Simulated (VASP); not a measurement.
Write the native input for VASP 6.6.1 that does the following.

```yaml
Task: single point
Functional: r2SCAN
Potentials_or_basis: VASP PAW PBE potentials, release 64 (Na_pv, Ti_sv, Se, N)
Cutoff: 520 eV
k_mesh: 4 × 4 × 3
Occupations: fermi-dirac, width 0.1 eV
Spin: no spin polarisation
Dipole_correction: no
Further_INCAR_settings: ALGO = Normal; EDIFF = 1e-06; NBANDS = 48
```

NaTiSe2N8:

```
Na Ti Se N
1.0
     4.16839    2.74736    0.00000
     4.16839   -2.74736    0.00000
     0.30944    0.00000   -7.26162
Na Ti Se N
1 1 2 8
Direct
  0.00000 0.00000 0.50000
  0.00000 0.00000 0.00000
  0.36520 0.36520 0.77589
  0.63480 0.63480 0.22411
  0.23620 0.23620 0.95650
  0.76380 0.76380 0.04350
  0.28620 0.28620 0.57540
  0.71380 0.71380 0.42460
  0.72850 0.23590 0.79520
  0.76410 0.27150 0.20480
  0.27150 0.76410 0.20480
  0.23590 0.72850 0.79520
```

These files were run (other wordings do the same):

POSCAR

```
NaTiSe2N8
1.0
    4.1683856400      2.7473565900      0.0000000000
    4.1683856400     -2.7473565900      0.0000000000
    0.3094361700      0.0000000000     -7.2616209200
Na Ti Se N
1 1 2 8
Direct
    0.0000000000      0.0000000000      0.5000000000
    0.0000000000      0.0000000000      0.0000000000
    0.3652000000      0.3652000000      0.7758900000
    0.6348000000      0.6348000000      0.2241100000
    0.2362000000      0.2362000000      0.9565000000
    0.7638000000      0.7638000000      0.0435000000
    0.2862000000      0.2862000000      0.5754000000
    0.7138000000      0.7138000000      0.4246000000
    0.7285000000      0.2359000000      0.7952000000
    0.7641000000      0.2715000000      0.2048000000
    0.2715000000      0.7641000000      0.2048000000
    0.2359000000      0.7285000000      0.7952000000
```

INCAR.step1

```
PREC = Accurate
ENCUT = 520
ISMEAR = -1
SIGMA = 0.1
LREAL = F
LASPH = T
NELM = 100
NBANDS = 48
GGA = PE
ALGO = Normal
EDIFF = 1E-4
LWAVE = T
LCHARG = F
```

INCAR.step2

```
PREC = Accurate
ENCUT = 520
EDIFF = 1E-6
ISMEAR = -1
SIGMA = 0.1
LREAL = F
LASPH = T
NELM = 100
ALGO = Normal
ISIF = 2
LWAVE = F
LCHARG = T
METAGGA = R2SCAN
LMIXTAU = T
LELF = T
LVHAR = T
NBANDS = 48
ISTART = 1
```

KPOINTS

```
regular mesh
0
Gamma
  4 4 3
```

Potentials or basis: VASP PAW PBE potentials, release 64 (Na_pv, Ti_sv, Se, N).

Command:

```bash
$ cat potpaw_PBE.64/Na_pv/POTCAR potpaw_PBE.64/Ti_sv/POTCAR potpaw_PBE.64/Se/POTCAR potpaw_PBE.64/N/POTCAR > POTCAR
$ cp INCAR.step1 INCAR
$ mpirun -np 1 vasp_std > vasp.out
$ cp INCAR.step2 INCAR
$ mpirun -np 1 vasp_std > vasp.out
```

It gave:

```json
{
  "Pressure": "11.8 GPa",
  "Largest force": "4.049 eV/Å"
}
```

Caveat: the PAW data sets were made with another functional, which shifts forces and pressure a little.

It took 6 min on 1 thread of Intel(R) Xeon(R) 6975P-C (Granite Rapids) (shared host), peak memory 0.39 GiB.
